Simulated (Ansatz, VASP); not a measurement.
**TiO2: VASP beside Ansatz**

File INCAR:

```
SYSTEM = TiO2
PREC = Accurate ; ENCUT = 600
EDIFF = 1E-6 ; ISMEAR = 0
SIGMA = 0.02 ; LREAL = .False.
LASPH = .True. ; NELM = 60
ALGO = Normal ; ISIF = 3
LWAVE = .False. ; LCHARG = .False.
GGA = PE ; IBRION = 2
NSW = 100 ; EDIFFG = -0.002
```

File KPOINTS:

```
regular mesh
0
Gamma
  6 6 10
  0 0 0
```

The input POSCAR:

```
TiO2
1.0
    4.5922000000      0.0000000000      0.0000000000
    0.0000000000      4.5922000000      0.0000000000
    0.0000000000      0.0000000000      2.9574000000
Ti O
2 4
Direct
    0.0000000000      0.0000000000      0.0000000000
    0.5000000000      0.5000000000      0.5000000000
    0.3049600000      0.3049600000      0.0000000000
    0.1950400000      0.8049600000      0.5000000000
    0.6950400000      0.6950400000      0.0000000000
    0.8049600000      0.1950400000      0.5000000000
```

Input for Ansatz:

```yaml
crystal:
  lattice:
    - [4.5922, 0.0, 0.0]
    - [0.0, 4.5922, 0.0]
    - [0.0, 0.0, 2.9574]
  atoms:
    - { symbol: Ti, position: [0.0, 0.0, 0.0] }
    - { symbol: Ti, position: [0.5, 0.5, 0.5] }
    - { symbol: O, position: [0.30496, 0.30496, 0.0] }
    - { symbol: O, position: [0.19504, 0.80496, 0.5] }
    - { symbol: O, position: [0.69504, 0.69504, 0.0] }
    - { symbol: O, position: [0.80496, 0.19504, 0.5] }
basis:
  ecutwfc: 420
kpoints:
  mp_grid: { grid: [6, 6, 10] }
hamiltonian:
  xc: pbe
  pseudopotentials: { kind: paw, azcp: { folder: soft_1 } }
scf:
  occupations: { method: gaussian, width: 0.02 }
output:
  forces: true
  stress: true
  eigenvalues: true
  write_density: true
  write_potential: true
  elf: true
  volumetric_format: npy
relax:
  adjacent_minimum: "off"
  f_tol: 0.002
  max_steps: 80
  cell: { stress_tol: 0.02 }
```

Alike in both runs: task relaxation of cell and atoms; functional PBE; k mesh 6 × 6 × 10; occupations gaussian, width 0.02 eV; no spin polarisation.

|  | VASP | Ansatz |
| --- | --- | --- |
| version | VASP 6.6.1 | Ansatz 0.2.0 |
| potentials or method | VASP PAW PBE potentials, release 64 (Ti_sv, O), cutoff 600 eV | scalar-relativistic, plane waves, PAW |
| valence electrons in the cell | 48 | 48 |

Ansatz gave:

- gap on the k mesh at the Fermi level, each at its own relaxed structure (eV): 1.86
- relaxed volume (Å³/atom): 10.65
- relaxed cell length with the largest relative difference (Å): 2.964

**Question.** Which values does VASP return?

**Answer.** gap on the k mesh at the Fermi level, each at its own relaxed structure (eV): 1.82; relaxed volume (Å³/atom): 10.67; relaxed cell length with the largest relative difference (Å): 2.967.
